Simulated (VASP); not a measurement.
# Al3C2 (P-3m1) in VASP: further runs

Al3C2 is run at these levels: PBE; tasks: single point.

Program: VASP 6.6.1. These are calculated values, not measurements. Logs are shortened: lines on timing, memory, paths and dates and some standing lists are left out, and cuts for length are marked.

### Step 1. The cell of the first run

It takes space group P-3m1 (No. 164, trigonal). The conventional cell has a = 3.139 Å, b = 3.139 Å, c = 6.802 Å, α = 90.00°, β = 90.00°, γ = 120.00°. Al (site symmetry -3m) has 6 C at 2.20 Å and 6 Al at 2.78 Å within 2.9 Å. Within 2.7 Å of Al (site symmetry 3m) lie 3 C at 2.01 Å. C (site symmetry 3m) has 6 Al at 2.01 to 2.20 Å within 2.7 Å.

### Step 2. Single point, PBE

INCAR reads:

```
SYSTEM = Al3C2
  PREC = Accurate
  ENCUT = 520
  EDIFF = 1E-6
  ISMEAR = 0
  SIGMA = 0.1
  LREAL = .False.
  LASPH = .True.
  NELM = 100
  ALGO = Normal
  ISIF = 2
  LWAVE = .False.
  LCHARG = .False.
  GGA = PE
  NBANDS = 16
```

KPOINTS reads:

```
regular mesh
0
Gamma
  6 6 4
  0 0 0
```

POSCAR reads:

```
Al3C2
1.0
    3.1386368765      0.0000000000      0.0000000000
   -1.5693184383      2.7181392683      0.0000000000
    0.0000000000      0.0000000000      6.8018430533
Al C
3 2
Direct
    0.0000000000      0.0000000000      0.0000000000
    0.3333333333      0.6666666667      0.6891710383
    0.6666666667      0.3333333333      0.3108289617
    0.3333333333      0.6666666667      0.1840661577
    0.6666666667      0.3333333333      0.8159338423
```

Potentials or basis: VASP PAW PBE potentials, release 64 (Al, C).

On the command line:

```console
> cat potpaw_PBE.64/Al/POTCAR potpaw_PBE.64/C/POTCAR > POTCAR
> mpirun -np 1 vasp_std > vasp.out
```

OUTCAR:

```text
SYSTEM = Al3C2
   PREC = Accurate
   ENCUT = 520
   EDIFF = 1E-6
   ISMEAR = 0
   LREAL = .False.
   LASPH = .True.
   NELM = 100
   ISIF = 2
   GGA = PE

 ion  position               nearest neighbor table
   1  0.000  0.000  0.000-   4 2.20   5 2.20   5 2.20   4 2.20   5 2.20   4 2.20   2 2.78   3 2.78
                             2 2.78   3 2.78   3 2.78   2 2.78
   2  0.333  0.667  0.689-   5 2.01   5 2.01   5 2.01   1 2.78   1 2.78   1 2.78   3 3.15   3 3.15
                             3 3.15
   3  0.667  0.333  0.311-   4 2.01   4 2.01   4 2.01   1 2.78   1 2.78   1 2.78   2 3.15   2 3.15
                             2 3.15
   4  0.333  0.667  0.184-   3 2.01   3 2.01   3 2.01   1 2.20   1 2.20   1 2.20
   5  0.667  0.333  0.816-   2 2.01   2 2.01   2 2.01   1 2.20   1 2.20   1 2.20

  LATTYP: Found a hexagonal cell.
 ALAT       =     3.1386368765
 C/A-ratio  =     2.1671328417

  Lattice vectors:

 A1 = (   3.1386368765,   0.0000000000,   0.0000000000)
 A2 = (  -1.5693184383,   2.7181392683,   0.0000000000)
 A3 = (   0.0000000000,   0.0000000000,   6.8018430533)

Analysis of symmetry for initial positions (statically):
=====================================================================
 Subroutine PRICEL returns:
 Original cell was already a primitive cell.

 Routine SETGRP: Setting up the symmetry group for a
 hexagonal supercell.

 Subroutine GETGRP returns: Found 12 space group operations
 (whereof 12 operations were pure point group operations)
 out of a pool of 24 trial point group operations.

The static configuration has the point symmetry D_3d.

Analysis of symmetry for dynamics (positions and initial velocities):
=====================================================================
 Subroutine PRICEL returns:
 Original cell was already a primitive cell.

 Routine SETGRP: Setting up the symmetry group for a
 hexagonal supercell.

 Subroutine GETGRP returns: Found 12 space group operations
 (whereof 12 operations were pure point group operations)
 out of a pool of 24 trial point group operations.

The dynamic configuration has the point symmetry D_3d.

 Subroutine INISYM returns: Found 12 space group operations
 (whereof 12 operations are pure point group operations),
 and found     1 'primitive' translations

----------------------------------------------------------------------------------------

                                     Primitive cell

  volume of cell :      58.0282

  direct lattice vectors                    reciprocal lattice vectors
     3.138636877  0.000000000  0.000000000     0.318609651  0.183949368  0.000000000
    -1.569318438  2.718139268  0.000000000     0.000000000  0.367898736  0.000000000
     0.000000000  0.000000000  6.801843053     0.000000000  0.000000000  0.147018976

  length of vectors
     3.138636877  3.138636877  6.801843053     0.367898736  0.367898736  0.147018976

  position of ions in fractional coordinates (direct lattice)
     0.000000000  0.000000000  0.000000000
     0.333333333  0.666666667  0.689171038
     0.666666667  0.333333333  0.310828962
     0.333333333  0.666666667  0.184066158
     0.666666667  0.333333333  0.815933842

  ion indices of the primitive-cell ions
   primitive index   ion index
                 1           1
                 2           2
                 3           3
                 4           4
                 5           5

----------------------------------------------------------------------------------------

 KPOINTS: regular mesh

Automatic generation of k-mesh.
 Grid dimensions read from file:
 generate k-points for:    6    6    4

 Generating k-lattice:

  Cartesian coordinates                     Fractional coordinates (reciprocal lattice)
     0.053101609  0.030658228  0.000000000     0.166666667  0.000000000  0.000000000
     0.000000000  0.061316456  0.000000000     0.000000000  0.166666667  0.000000000
     0.000000000  0.000000000  0.036754744     0.000000000  0.000000000  0.250000000

  Length of vectors
     0.061316456  0.061316456  0.036754744

  Shift w.r.t. Gamma in fractional coordinates (k-lattice)
     0.000000000  0.000000000  0.000000000

 Subroutine IBZKPT returns following result:
 ===========================================

 Found     24 irreducible k-points:

 Following reciprocal coordinates:
            Coordinates               Weight
  0.000000  0.000000  0.000000      1.000000
  0.166667 -0.000000  0.000000      6.000000
  0.333333 -0.000000  0.000000      6.000000
  0.500000 -0.000000  0.000000      3.000000
  0.166667  0.166667  0.000000      6.000000
  0.333333  0.166667  0.000000     12.000000
[... 16 lines left out ...]
  0.333333  0.166667  0.500000     12.000000
  0.333333  0.333333  0.500000      2.000000
   k-points           NKPTS =     24   k-points in BZ     NKDIM =     24   number of bands    NBANDS=     16
   number of dos      NEDOS =    301   number of ions     NIONS =      5
   total plane-waves  NPLWV =  31104
   dimension x,y,z NGX =    24 NGY =   24 NGZ =   54
   dimension x,y,z NGXF=    48 NGYF=   48 NGZF=  108
   ions per type =               3   2
   NGX,Y,Z   is equivalent  to a cutoff of  12.71, 12.71, 13.20 a.u.
   NGXF,Y,Z  is equivalent  to a cutoff of  25.42, 25.42, 26.40 a.u.
 SYSTEM =  Al3C2
   PREC   = accura    normal or accurate (medium, high low for compatibility)
   ISTART =      0    job   : 0-new  1-cont  2-samecut
   ICHARG =      2    charge: 1-file 2-atom 10-const
   ISPIN  =      1    spin polarized calculation?
   LNONCOLLINEAR =      F non collinear calculations
   LSORBIT =      F    spin-orbit coupling
   LASPH  =      T    aspherical Exc in radial PAW
   ENCUT  =  520.0 eV  38.22 Ry    6.18 a.u.   5.84  5.84 12.65*2*pi/ulx,y,z
   NELM   =    100;   NELMIN=  2; NELMDL= -5     # of ELM steps
   EDIFF  = 0.1E-05   stopping-criterion for ELM
   LREAL  =      F    real-space projection
   EDIFFG = 0.1E-04   stopping-criterion for IOM
   NSW    =      0    number of steps for IOM
   IBRION =     -1    ionic relax: 0-MD 1-quasi-New 2-CG
   NFREE  =      0    steps in history (QN), initial steepest desc. (CG)
   ISIF   =      2    stress and relaxation
   ISYM   =      2    0-nonsym 1-usesym 2-fastsym
   POTIM  = 0.5000    time-step for ionic-motion
   TEBEG  =    0.0;   TEEND  =   0.0 temperature during run
   PSTRESS=    0.0 pullay stress
   NELECT =      17.0000    total number of electrons
   NUPDOWN=      -1.0000    fix difference up-down
   EMIN   =  10.00;   EMAX   =-10.00  energy-range for DOS
   EFERMI =   0.00;   METHOD = LEGACY
   ISMEAR =     0;   SIGMA  =   0.10  broadening in eV -4-tet -1-fermi 0-gaus
   EFERMI_NEDOS =   21; number of points for ismear=-14 and -15
   IALGO  =     38    algorithm
   IMIX   =      4    mixing-type and parameters
     AMIX     =   0.40;   BMIX     =  1.00
     AMIX_MAG =   1.60;   BMIX_MAG =  1.00
  volume/ion in A,a.u.               =      11.61        78.32
  Fermi-wavevector in a.u.,A,eV,Ry     =   1.087288  2.054677 16.084748  1.182196
  Thomas-Fermi vector in A             =   2.223444
   LORBIT       =      0    0 simple, 1 ext, 2 COOP (PROOUT), +10 PAW based schemes
   GGA     = PE    functional components
   LHFCALC =     F    Hartree Fock is set to
   AEXX    =    0.0000 exact exchange contribution
   IVDW    =     0    specifies the selected vdW correction
   LEPSILON=     F    determine dielectric tensor
   LRPA    =     F    only Hartree local field effects (RPA)
 non-spin polarized calculation
 Gauss-broadening in eV      SIGMA  =   0.10
  energy-cutoff  :      520.00
  volume of cell :       58.03
 maximum number of plane-waves:      1578
 NGX is ok and might be reduce to    24
   NGX = 11   NGY = 11   NGZ = 25

 number of electron      17.0000001 magnetization

 Free energy of the ion-electron system (eV)
  ---------------------------------------------------
  ext. energy  EPLUGINS =         0.00000000
  ---------------------------------------------------
  free energy    TOTEN  =       -28.61865597 eV

  energy without entropy =      -28.60871435  energy(sigma->0) =      -28.61368516

 E-fermi :   8.4855     XC(G=0): -10.8765

 val. band max:        8.3427551254   @ k =   0.0000   0.0000   0.2500
 cond. band min:       8.4977529383   @ k =   0.1667  -0.0000   0.2500
 fundamental gap:      0.1549978129
 Fermi energy:         8.4855111730

 k-point     1 :       0.0000    0.0000    0.0000
  band No.  band energies     occupation
      1      -6.2786      2.00000
      2      -4.4055      2.00000
      3      -0.0253      2.00000
      4       5.8405      2.00000
      5       6.4710      2.00000
      6       7.4139      2.00000
[... 8 lines left out ...]
     15      16.5077      0.00000
     16      16.5077      0.00000

 k-point     2 :       0.1667   -0.0000    0.0000
  band No.  band energies     occupation
      1      -5.8115      2.00000
      2      -3.9937      2.00000
      3       0.4847      2.00000
      4       5.1932      2.00000
      5       5.8911      2.00000
      6       6.2419      2.00000
[... 8 lines left out ...]
     15      16.4126      0.00000
     16      16.5117      0.00000

 k-point     3 :       0.3333   -0.0000    0.0000
  band No.  band energies     occupation
      1      -4.4819      2.00000
      2      -2.9129      2.00000
      3       1.9312      2.00000
      4       2.0344      2.00000
      5       3.2487      2.00000
      6       5.8788      2.00000
[... 8 lines left out ...]
     15      15.4777      0.00000
     16      16.9831      0.00000
[... 362 lines left out ...]
 k-point    23 :       0.3333    0.1667    0.5000
  band No.  band energies     occupation
      1      -3.2338      2.00000
      2      -2.3843      2.00000
      3       1.1236      2.00000
      4       1.8315      2.00000
      5       3.7967      2.00000
      6       4.5198      2.00000
[... 8 lines left out ...]
     15      16.6008      0.00000
     16      17.2738      0.00000

 k-point    24 :       0.3333    0.3333    0.5000
  band No.  band energies     occupation
      1      -2.1824      2.00000
      2      -2.1824      2.00000
      3       1.5284      2.00000
      4       1.9995      2.00000
      5       1.9995      2.00000
      6       2.7561      2.00000
[... 8 lines left out ...]
     15      17.1778      0.00000
     16      17.7099      0.00000

------------------------ aborting loop because EDIFF is reached ----------------------------------------

  FORCE on cell =-STRESS in cart. coord.  units (eV):
  Direction    XX          YY          ZZ          XY          YZ          ZX
  --------------------------------------------------------------------------------------
  -------------------------------------------------------------------------------------
  Total        0.0653170      0.0653170     -0.0297737     -0.0000000      0.0000000      0.0000000
  in kB        1.8034209      1.8034209     -0.8220597     -0.0000000      0.0000000      0.0000000
  external PRESSURE =       0.9282607 kB  Pullay stress =       0.0000000 kB

 VOLUME and BASIS-vectors are now :
 -----------------------------------------------------------------------------
  energy-cutoff  :      520.00
  volume of cell :       58.03
      direct lattice vectors                 reciprocal lattice vectors
     3.138636877  0.000000000  0.000000000     0.318609651  0.183949368  0.000000000
    -1.569318438  2.718139268  0.000000000     0.000000000  0.367898736  0.000000000
     0.000000000  0.000000000  6.801843053     0.000000000  0.000000000  0.147018976

 POSITION                                       TOTAL-FORCE (eV/Angst)
 -----------------------------------------------------------------------------------
      0.00000      0.00000      0.00000         0.000000      0.000000      0.000000
     -0.00000      1.81209      4.68763        -0.000000      0.000000      0.003174
      1.56932      0.90605      2.11421         0.000000     -0.000000     -0.003174
     -0.00000      1.81209      1.25199        -0.000000      0.000000     -0.017016
      1.56932      0.90605      5.54985         0.000000      0.000000      0.017016
 -----------------------------------------------------------------------------------
    total drift:                               -0.000000      0.000000      0.000000

  FREE ENERGIE OF THE ION-ELECTRON SYSTEM (eV)
  ---------------------------------------------------
  free  energy   TOTEN  =       -28.6186559682 eV

  energy  without entropy=      -28.6087143546  energy(sigma->0) =      -28.61368516
```

It took 13 s on 1 thread of Intel Xeon 6975P-C (Granite Rapids), shared host; peak memory 0.17 GiB.

Results:

* Free energy: -28.6187 eV
* Pressure: 0.1 GPa
* Largest force: 0.017 eV/Å

Forces in eV/Å, atoms in the order of the input:
```
Al   0.000  0.000  0.000
Al   0.000  0.000  0.003
Al   0.000  0.000 -0.003
C    0.000  0.000 -0.017
C    0.000  0.000  0.017
```

Stress tensor (GPa, compression positive):
```
 0.18  0.00  0.00
 0.00  0.18  0.00
 0.00  0.00 -0.08
```

Levels at points of the mesh, in eV from the Fermi level:
```csv
k point,band 4,band 5,band 6,band 7,band 8,band 9,band 10,band 11,band 12,band 13
"(0.00, 0.00, 0.00)",-2.65,-2.01,-1.07,-1.07,-0.56,-0.56,4.80,5.96,6.43,6.79
"(0.50, 0.00, 0.00)",-7.14,-4.72,-3.44,-2.95,-1.88,0.37,0.74,2.49,3.78,5.33
"(0.00, 0.00, 0.50)",-6.38,-1.05,-1.05,-0.58,-0.58,1.03,4.51,4.91,6.75,6.75
"(0.50, 0.00, 0.50)",-7.46,-3.49,-3.09,-2.89,-1.98,-0.80,-0.53,2.75,3.85,4.91
```

Caveat: the k points lie up to 0.39 Å⁻¹ apart.

### Step 3. Single point, PBE

This run uses another cell than the first one, of 13.30 Å³/atom, 1.146 times its volume.

INCAR reads:

```
ALGO = Normal
EDIFF = 1E-7
ENCUT = 520
GGA = PE
ISIF = 2
ISMEAR = 0
LASPH = T
LCHARG = F
LREAL = F
LWAVE = F
NBANDS = 16
NELM = 60
PREC = Accurate
SIGMA = 0.1
```

KPOINTS reads:

```
k-points
0
Gamma
  6 6 4
```

POSCAR reads:

```
Al3C2
1.0
    3.9911090600      0.0000000000      0.0000000000
   -1.9955545300      3.4564018400      0.0000000000
    0.0000000000      0.0000000000      4.8188943600
Al C
3 2
Direct
    0.0000000000      0.0000000000      0.0000000000
    0.3333333300      0.6666666700      0.6250000000
    0.6666666700      0.3333333300      0.3750000000
    0.3333333300      0.6666666700      0.1380000000
    0.6666666700      0.3333333300      0.8620000000
```

Potentials or basis: VASP PAW PBE potentials, release 64 (Al, C).

On the command line:

```console
> cat potpaw_PBE.64/Al/POTCAR potpaw_PBE.64/C/POTCAR > POTCAR
> mpirun -np 1 vasp_std > vasp.out
```

Wall time 16 s (1 thread of Intel Xeon 6975P-C (Granite Rapids), shared host); peak memory 0.17 GiB.

Results (log left out):

```
Free energy   : -23.8125 eV
Pressure      : -12.4 GPa
Largest force : 2.291 eV/Å
```

Forces on the atoms (eV/Å):
```
Al   0.000  0.000  0.000
Al   0.000  0.000  1.492
Al   0.000  0.000 -1.492
C    0.000  0.000  2.291
C    0.000  0.000 -2.291
```

Stress tensor (GPa, compression positive):
```
-10.82   0.00   0.00
  0.00 -10.82   0.00
  0.00   0.00 -15.55
```

Levels at points of the mesh, in eV from the Fermi level:
```tsv
k point	band 5	band 6	band 7	band 8	band 9	band 10	band 11	band 12
(0.00, 0.00, 0.00)	-3.47	-3.47	-1.85	-1.85	-1.04	1.75	2.48	3.00
(0.50, 0.00, 0.00)	-5.06	-4.20	-3.95	-1.98	-0.58	1.10	1.79	1.79
(0.00, 0.00, 0.50)	-3.01	-2.97	-1.96	-1.96	0.17	0.91	1.02	1.02
(0.50, 0.00, 0.50)	-4.55	-3.91	-2.44	-1.80	1.10	1.60	2.23	2.60
```

Caveat: forces of over 1 eV/Å act on the atoms, so gaps and moduli don't describe the material at rest.
